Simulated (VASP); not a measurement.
# Cd4O3 (I4/mmm) in VASP: relaxation of cell and atoms with PBE

Aim: the relaxation of cell and atoms of Cd4O3 with PBE.

Program: VASP 6.6.1. These are calculated values, not measurements. Logs are shortened: lines on timing, memory, paths and dates and some standing lists are left out, and cuts for length are marked.

## 1. The cell of the first run

Symmetry: I4/mmm, No. 139, tetragonal system. Conventional cell: a = 4.682 Å, b = 4.682 Å, c = 9.441 Å, α = 90.00°, β = 90.00°, γ = 90.00°. Cd (site symmetry 4mm) has 5 O at 2.26 to 2.34 Å within 3.0 Å. Within 3.1 Å of Cd (site symmetry mmm) lie 4 O at 2.34 to 2.36 Å. O (site symmetry -4m2) has 6 Cd at 2.34 to 2.36 Å within 3.1 Å. Within 3.0 Å of O (site symmetry 4/mmm) lie 6 Cd at 2.26 to 2.34 Å.

The cell was generated, and may not be a known phase.

## 2. Relaxation of cell and atoms, PBE

File INCAR:

```
SYSTEM = Cd4O3
PREC = Accurate
ENCUT = 600
EDIFF = 1E-7
ISMEAR = 0
SIGMA = 0.2
LREAL = .False.
LASPH = .True.
NELM = 120
ALGO = Normal
ISIF = 3
LWAVE = .False.
LCHARG = .False.
GGA = PE
IBRION = 2
NSW = 36
EDIFFG = -0.08
GGA_COMPAT = .False.
NELMIN = 4
```

File KPOINTS:

```
regular mesh
0
Gamma
  5 5 5
  0 0 0
```

File POSCAR:

```
Cd4O3
1.0
   -2.3408939500      2.3408939500      4.7204549700
    2.3408939500     -2.3408939500      4.7204549700
    2.3408939500      2.3408939500     -4.7204549700
Cd O
4 3
Direct
    0.2601633100      0.2601633100      0.0000000000
    0.5000000000      0.0000000000      0.5000000000
    0.0000000000      0.5000000000      0.5000000000
    0.7398366900      0.7398366900      0.0000000000
    0.7500000000      0.2500000000      0.5000000000
    0.2500000000      0.7500000000      0.5000000000
    0.5000000000      0.5000000000      0.0000000000
```

Potentials or basis: VASP PAW PBE potentials, release 64 (Cd, O).

Started as:

```sh
cat potpaw_PBE.64/Cd/POTCAR potpaw_PBE.64/O/POTCAR > POTCAR
mpirun -np 1 vasp_std > vasp.out
```

OUTCAR:

```text
SYSTEM = Cd4O3
   PREC = Accurate
   ENCUT = 600
   EDIFF = 1E-7
   ISMEAR = 0
   LREAL = .False.
   LASPH = .True.
   NELM = 120
   ISIF = 3
   GGA = PE
   IBRION = 2
   NSW = 36
   EDIFFG = -0.08
   NELMIN = 4

 ion  position               nearest neighbor table
   1  0.260  0.260  0.000-   7 2.26   6 2.34   5 2.34   6 2.34   5 2.34   2 3.26   3 3.26   2 3.26
                             3 3.26   4 3.32   4 3.32   4 3.32   4 3.32   2 3.39   3 3.39   3 3.39
   2  0.500  0.000  0.500-   7 2.34   7 2.34   5 2.36   6 2.36   4 3.26   4 3.26   1 3.26   1 3.26
                             3 3.31   3 3.31   3 3.31   3 3.31   4 3.39   1 3.39   4 3.39   1 3.39
   3  0.000  0.500  0.500-   7 2.34   7 2.34   5 2.36   6 2.36   4 3.26   4 3.26   1 3.26   1 3.26
                             2 3.31   2 3.31   2 3.31   2 3.31   4 3.39   1 3.39   1 3.39   4 3.39
   4  0.740  0.740  0.000-   7 2.26   5 2.34   6 2.34   5 2.34   6 2.34   3 3.26   2 3.26   2 3.26
                             3 3.26   1 3.32   1 3.32   1 3.32   1 3.32   2 3.39   3 3.39   3 3.39
   5  0.750  0.250  0.500-   1 2.34   4 2.34   1 2.34   4 2.34   3 2.36   2 2.36
   6  0.250  0.750  0.500-   1 2.34   4 2.34   1 2.34   4 2.34   3 2.36   2 2.36
   7  0.500  0.500  0.000-   1 2.26   4 2.26   3 2.34   2 2.34   2 2.34   3 2.34

  LATTYP: Found a body centered tetragonal cell.
 ALAT       =     4.6817879000
 C/A-ratio  =     2.0165180785

  Lattice vectors:

 A1 = (  -2.3408939500,   2.3408939500,   4.7204549700)
 A2 = (   2.3408939500,  -2.3408939500,   4.7204549700)
 A3 = (   2.3408939500,   2.3408939500,  -4.7204549700)

Analysis of symmetry for initial positions (statically):
=====================================================================
 Subroutine PRICEL returns:
 Original cell was already a primitive cell.

 Routine SETGRP: Setting up the symmetry group for a
 body centered tetragonal supercell.

 Subroutine GETGRP returns: Found 16 space group operations
 (whereof 16 operations were pure point group operations)
 out of a pool of 16 trial point group operations.

The static configuration has the point symmetry D_4h.

Analysis of symmetry for dynamics (positions and initial velocities):
=====================================================================
 Subroutine PRICEL returns:
 Original cell was already a primitive cell.

 Routine SETGRP: Setting up the symmetry group for a
 body centered tetragonal supercell.

 Subroutine GETGRP returns: Found 16 space group operations
 (whereof 16 operations were pure point group operations)
 out of a pool of 16 trial point group operations.

The dynamic configuration has the point symmetry D_4h.

 Subroutine INISYM returns: Found 16 space group operations
[... 107 lines left out ...]
   ISYM   =      2    0-nonsym 1-usesym 2-fastsym
   POTIM  = 0.5000    time-step for ionic-motion
   TEBEG  =    0.0;   TEEND  =   0.0 temperature during run
   PSTRESS=    0.0 pullay stress
   NELECT =      66.0000    total number of electrons
   NUPDOWN=      -1.0000    fix difference up-down
   EMIN   =  10.00;   EMAX   =-10.00  energy-range for DOS
   EFERMI =   0.00;   METHOD = LEGACY
   ISMEAR =     0;   SIGMA  =   0.20  broadening in eV -4-tet -1-fermi 0-gaus
   EFERMI_NEDOS =   21; number of points for ismear=-14 and -15
   IALGO  =     38    algorithm
   IMIX   =      4    mixing-type and parameters
     AMIX     =   0.40;   BMIX     =  1.00
     AMIX_MAG =   1.60;   BMIX_MAG =  1.00
  volume/ion in A,a.u.               =      14.78        99.75
  Fermi-wavevector in a.u.,A,eV,Ry     =   1.409247  2.663090 27.020848  1.985976
  Thomas-Fermi vector in A             =   2.531322
   LORBIT       =      0    0 simple, 1 ext, 2 COOP (PROOUT), +10 PAW based schemes
   GGA     = PE    functional components
   LHFCALC =     F    Hartree Fock is set to
   AEXX    =    0.0000 exact exchange contribution
   IVDW    =     0    specifies the selected vdW correction
   LEPSILON=     F    determine dielectric tensor
   LRPA    =     F    only Hartree local field effects (RPA)
 conjugate gradient relaxation of ions
 non-spin polarized calculation
 Gauss-broadening in eV      SIGMA  =   0.20
  energy-cutoff  :      600.00
  volume of cell :      103.47
 maximum number of plane-waves:      3483
 NGX is ok and might be reduce to    48
   NGX = 23   NGY = 23   NGZ = 23

--------------------------------------- Ionic step        1  -------------------------------------------

 number of electron      65.9999995 magnetization

 Free energy of the ion-electron system (eV)
  ---------------------------------------------------
  ext. energy  EPLUGINS =         0.00000000
  ---------------------------------------------------
  free energy    TOTEN  =       -22.54510123 eV

  energy without entropy =      -22.52811953  energy(sigma->0) =      -22.53661038

------------------------ aborting loop because EDIFF is reached ----------------------------------------

  FORCE on cell =-STRESS in cart. coord.  units (eV):
  Direction    XX          YY          ZZ          XY          YZ          ZX
  --------------------------------------------------------------------------------------
  -------------------------------------------------------------------------------------
  Total        4.8873437      4.8873437      6.1140146      0.0000000      0.0000000      0.0000000
  in kB       75.6791313     75.6791313     94.6737822      0.0000000      0.0000000      0.0000000
  external PRESSURE =      82.0106816 kB  Pullay stress =       0.0000000 kB
[... 104 lines left out ...]
  FREE ENERGIE OF THE ION-ELECTRON SYSTEM (eV)
  ---------------------------------------------------
  free  energy   TOTEN  =       -22.7576238654 eV

  energy  without entropy=      -22.7379474458  energy(sigma->0) =      -22.74778566

[... ionic steps 4 to 7 ...]

--------------------------------------- Ionic step        8  -------------------------------------------

 number of electron      66.0000012 magnetization

------------------------ aborting loop because EDIFF is reached ----------------------------------------
[... 77 lines left out ...]
--------------------------------------- Ionic step       10  -------------------------------------------

 number of electron      66.0000009 magnetization

 Free energy of the ion-electron system (eV)
  ---------------------------------------------------
  ext. energy  EPLUGINS =         0.00000000
  ---------------------------------------------------
  free energy    TOTEN  =       -22.82261384 eV

  energy without entropy =      -22.80730117  energy(sigma->0) =      -22.81495751

 E-fermi :   2.9593     XC(G=0): -11.0881

 val. band max:        2.9582225811   @ k =  -0.4000  -0.4000   0.4000
 cond. band min:       3.3601926392   @ k =  -0.2000   0.4000   0.2000
 fundamental gap:      0.4019700581
 Fermi energy:         2.9593084298

 k-point     1 :       0.0000    0.0000    0.0000
  band No.  band energies     occupation
      1     -15.6495      2.00000
      2     -15.1736      2.00000
      3     -15.0043      2.00000
      4      -6.0543      2.00000
      5      -5.9101      2.00000
      6      -5.8243      2.00000
[... 779 lines left out ...]
  FREE ENERGIE OF THE ION-ELECTRON SYSTEM (eV)
  ---------------------------------------------------
  free  energy   TOTEN  =       -22.8226138441 eV

  energy  without entropy=      -22.8073011682  energy(sigma->0) =      -22.81495751

 reached required accuracy - stopping structural energy minimisation
```

OSZICAR:

```text
N       E                     dE             d eps       ncg     rms          rms(c)
DAV:   1     0.658307670183E+03    0.65831E+03   -0.39283E+04  1404   0.194E+03
DAV:   2     0.185387763841E+02   -0.63977E+03   -0.61450E+03  1481   0.492E+02
DAV:   3    -0.282456382842E+02   -0.46784E+02   -0.46126E+02  1635   0.133E+02
[... 116 lines left out ...]
DAV:   6    -0.228226112118E+02   -0.24283E-04   -0.43007E-04  1697   0.173E-01    0.797E-02
DAV:   7    -0.228226147968E+02   -0.35850E-05   -0.59762E-05  1714   0.568E-02    0.195E-02
DAV:   8    -0.228226138195E+02    0.97726E-06   -0.10665E-05  1524   0.244E-02    0.609E-03
DAV:   9    -0.228226139736E+02   -0.15405E-06   -0.84942E-07  1373   0.563E-03    0.293E-03
DAV:  10    -0.228226138538E+02    0.11981E-06   -0.91418E-08   815   0.238E-03    0.676E-04
DAV:  11    -0.228226138441E+02    0.96898E-08   -0.24054E-08   723   0.976E-04
  10 F= -.22822614E+02 E0= -.22814958E+02  d E =-.179264E-01
```

CONTCAR:

```text
Cd4O3
   1.00000000000000
    -2.3916170563483710    2.3916170563483710    4.7439896393798042
     2.3916170563483710   -2.3916170563483710    4.7439896393798042
     2.3916170563483710    2.3916170563483710   -4.7439896393798042
  Cd              O
     4     3
Direct
     0.2373613530289569    0.2373613530289569    1.0000000000000000
     0.5000000000000000    1.0000000000000000    0.5000000000000000
     1.0000000000000000    0.5000000000000000    0.5000000000000000
     0.7626386469710430    0.7626386469710430    0.0000000000000000
     0.7500000000000000    0.2500000000000000    0.5000000000000000
     0.2500000000000000    0.7500000000000000    0.5000000000000000
     0.5000000000000000    0.5000000000000000    0.0000000000000000

  0.00000000E+00  0.00000000E+00  0.00000000E+00
  0.00000000E+00  0.00000000E+00  0.00000000E+00
  0.00000000E+00  0.00000000E+00  0.00000000E+00
  0.00000000E+00  0.00000000E+00  0.00000000E+00
  0.00000000E+00  0.00000000E+00  0.00000000E+00
  0.00000000E+00  0.00000000E+00  0.00000000E+00
  0.00000000E+00  0.00000000E+00  0.00000000E+00
```

Run time: 22 min. Hardware: 1 thread of Oxide Virtual Turin-like, shared host; peak memory 0.34 GiB.

What came out:

- Free energy: -22.8226 eV
- Relaxed volume: 15.51 Å³/atom
- Relaxed cell: a = 5.826 Å, b = 5.826 Å, c = 5.826 Å, α = 131.53°, β = 131.53°, γ = 70.97°
- Space group after relaxing (to 0.1 Å): I4/mmm (No. 139)
- Energy gained by relaxing: 39.6 meV/atom
- Ionic steps: 10
- Pressure after relaxing: -0.3 GPa
- Largest force after relaxing: 0.016 eV/Å
- Band gap on the k mesh: 0.07 eV (least direct gap 0.11 eV)

Forces in eV/Å, atoms in the order of the input:
```
Cd   0.000  0.000  0.016
Cd   0.000  0.000  0.000
Cd   0.000  0.000  0.000
Cd   0.000  0.000 -0.016
O    0.000  0.000  0.000
O    0.000  0.000  0.000
O    0.000  0.000  0.000
```

Step by step:
```tsv
step	energy change (eV)	largest force (eV/Å)	pressure (GPa)	volume (Å³)
1	0.0000	0.9150	8.20	103.47
2	-0.1673	0.1533	-3.68	115.21
3	-0.2125	0.3598	-0.48	111.21
4	-0.2258	0.2994	-0.32	110.80
5	-0.2473	0.1605	0.27	109.57
6	-0.2491	0.1239	0.53	109.12
7	-0.2590	0.0495	-0.69	110.03
8	-0.2596	0.0273	-1.03	110.31
9	-0.2663	0.0188	-0.88	109.87
10	-0.2775	0.0164	-0.29	108.54
```

Final structure:
```yaml
crystal:
  lattice:
    - [-2.39162, 2.39162, 4.74399]
    - [2.39162, -2.39162, 4.74399]
    - [2.39162, 2.39162, -4.74399]
  atoms:
    - { symbol: Cd, position: [0.23736, 0.23736, 0.00000] }
    - { symbol: Cd, position: [0.50000, 0.00000, 0.50000] }
    - { symbol: Cd, position: [0.00000, 0.50000, 0.50000] }
    - { symbol: Cd, position: [0.76264, 0.76264, 0.00000] }
    - { symbol: O, position: [0.75000, 0.25000, 0.50000] }
    - { symbol: O, position: [0.25000, 0.75000, 0.50000] }
    - { symbol: O, position: [0.50000, 0.50000, 0.00000] }
```

Caveat: the smearing spreads over this small gap. A k mesh can miss the band edges.

The gap in the log of VASP goes by the Fermi energy; the results here count the filled bands.